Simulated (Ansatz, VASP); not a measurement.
# Pt in VASP and in Ansatz

The input INCAR:

```
SYSTEM = Pt
ALGO = Normal
EDIFF = 1E-7
EDIFFG = -0.005
ENCUT = 600
GGA = PE
IBRION = 2
ISIF = 3
ISMEAR = 0
LASPH = .TRUE.
LCHARG = .FALSE.
LREAL = .FALSE.
LWAVE = .FALSE.
NELM = 80
NSW = 100
PREC = Accurate
SIGMA = 0.1
```

KPOINTS

```
k-points
0
G
  18 18 18
  0 0 0
```

File POSCAR:

```
Pt
1.0
    0.0000000000      1.9836410161      1.9836410161
    1.9836410161      0.0000000000      1.9836410161
    1.9836410161      1.9836410161      0.0000000000
Pt
1
Direct
    0.0000000000      0.0000000000      0.0000000000
```

Input for Ansatz:

```yaml
crystal:
  lattice:
    - [0.0, 1.9836410156, 1.9836410156]
    - [1.9836410156, 0.0, 1.9836410156]
    - [1.9836410156, 1.9836410156, 0.0]
  atoms:
    - { symbol: Pt, position: [0.0, 0.0, 0.0] }
basis:
  ecutwfc: 420
kpoints:
  mp_grid: { grid: [18, 18, 18] }
hamiltonian:
  xc: pbe
scf:
  occupations: { method: gaussian, width: 0.1 }
output:
  forces: true
  stress: true
  eigenvalues: true
  write_density: true
  write_potential: true
  elf: true
  volumetric_format: npy
relax:
  adjacent_minimum: "off"
  f_tol: 0.005
  max_steps: 80
  cell: { stress_tol: 0.05 }
```

Alike in both runs: task relaxation of cell and atoms; functional PBE; k mesh 18 × 18 × 18; occupations gaussian, width 0.1 eV; no spin polarisation.

|  | VASP | Ansatz |
| --- | --- | --- |
| version | VASP 6.6.1 | Ansatz 0.2.0 |
| potentials or method | VASP PAW PBE potentials, release 64 (Pt), cutoff 600 eV | scalar-relativistic, plane waves, PAW |
| valence electrons in the cell | 10 | 18 |

VASP gave:

```
gap on the k mesh at the Fermi level, each at its own relaxed structure (eV) : none
relaxed volume (Å³/atom)                                                     : 15.62
relaxed cell length with the largest relative difference (Å)                 : 2.806
```

Estimate Ansatz's values.

gap on the k mesh at the Fermi level, each at its own relaxed structure (eV): none; relaxed volume (Å³/atom): 15.64; relaxed cell length with the largest relative difference (Å): 2.807.

A gap of «none» marks a metal or a gap that the smearing closes. VASP's potentials hold 10 valence electrons a cell and Ansatz's 18, so a difference there can come from the potentials and not from the codes.

Spin-orbit coupling is off throughout.
